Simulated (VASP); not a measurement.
Set up this calculation in VASP 6.6.1, as the native input.

```
Task                   : single point
Functional             : PBE
Potentials or basis    : VASP PAW PBE potentials, release 64 (S, Zn)
Cutoff                 : 520 eV
k mesh                 : 12 × 12 × 12
Occupations            : gaussian, width 0.05 eV
Spin                   : no spin polarisation
Dipole correction      : no
Further INCAR settings : ALGO = Normal; EDIFF = 1e-06; NBANDS = 16
```

The structure of ZnS lies in POSCAR:

```
ZnS
1.0
    0.0000000000      2.4819111582      2.4819111582
    2.4819111582      0.0000000000      2.4819111582
    2.4819111582      2.4819111582      0.0000000000
S Zn
1 1
Direct
    0.0000000000      0.0000000000      0.0000000000
    0.5000000000      0.5000000000      0.5000000000
```

This cell differs from its parent crystal: volume scaled by 0.920.

The input as run:

INCAR

```
SYSTEM = ZnS
PREC = Accurate
ENCUT = 520
EDIFF = 1E-6
ISMEAR = 0
SIGMA = 0.05
LREAL = .FALSE.
LASPH = .TRUE.
NELM = 60
ALGO = Normal
ISIF = 2
LWAVE = .FALSE.
LCHARG = .TRUE.
GGA = PE
LELF = .TRUE.
LVHAR = .TRUE.
NBANDS = 16
```

KPOINTS

```
regular mesh
0
G
  12 12 12
  0 0 0
```

Potentials or basis: VASP PAW PBE potentials, release 64 (S, Zn).

The run is started by

```bash
$ cat potpaw_PBE.64/S/POTCAR potpaw_PBE.64/Zn/POTCAR > POTCAR
$ mpirun -np 1 vasp_std > vasp.out
```

It gave:

* Pressure: 8.9 GPa
* Band gap on the k mesh: zero (band 9 reaches 4.71 eV, above the bottom of band 10 at 4.41 eV)

Wall time 39 s on 1 thread of Intel(R) Xeon(R) Platinum 8259CL CPU @ 2.50GHz (Skylake/Cascade Lake), on a shared host, peak memory 0.18 GiB.
